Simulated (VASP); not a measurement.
HfO2:

```
CELL_PARAMETERS angstrom
0.00000 2.55750 2.55750
2.55750 0.00000 2.55750
2.55750 2.55750 0.00000
ATOMIC_POSITIONS crystal
Hf 0.00000 0.00000 0.00000
O 0.25000 0.25000 0.25000
O 0.75000 0.75000 0.75000
```

```yaml
Program: VASP 6.6.1
Task: relaxation of cell and atoms
Functional: PBEsol
Potentials_or_basis: VASP PAW PBE potentials, release 64 (Hf_pv, O)
Cutoff: 600 eV
k_mesh: 10 × 10 × 10
Occupations: fermi-dirac, width 0.02 eV
Spin: no spin polarisation
```

At the start: pressure -13.7 GPa; volume 11.15 Å³/atom.

**Question.** Where does the relaxation end?

**Answer.** Over 4 steps the energy falls by 28.0 meV/atom and the volume is 10.53 Å³/atom (-5.5 %); space group Fm-3m (No. 225, to 0.1 Å) before and after.

The path:
| step | energy change (eV) | largest force (eV/Å) | pressure (GPa) | volume (Å³) |
| --- | --- | --- | --- | --- |
| 1 | 0.0000 | 0.0000 | -13.75 | 33.46 |
| 2 | 0.1214 | 0.0000 | 27.66 | 29.03 |
| 3 | -0.0839 | 0.0000 | -0.35 | 31.64 |
| 4 | -0.0839 | 0.0000 | -0.04 | 31.60 |

Final structure:
```
CELL_PARAMETERS angstrom
0.00000 2.50935 2.50935
2.50935 0.00000 2.50935
2.50935 2.50935 0.00000
ATOMIC_POSITIONS crystal
Hf 0.00000 0.00000 0.00000
O 0.25000 0.25000 0.25000
O 0.75000 0.75000 0.75000
```

Caveat: the PAW data sets were made with another functional, which shifts forces and pressure a little.
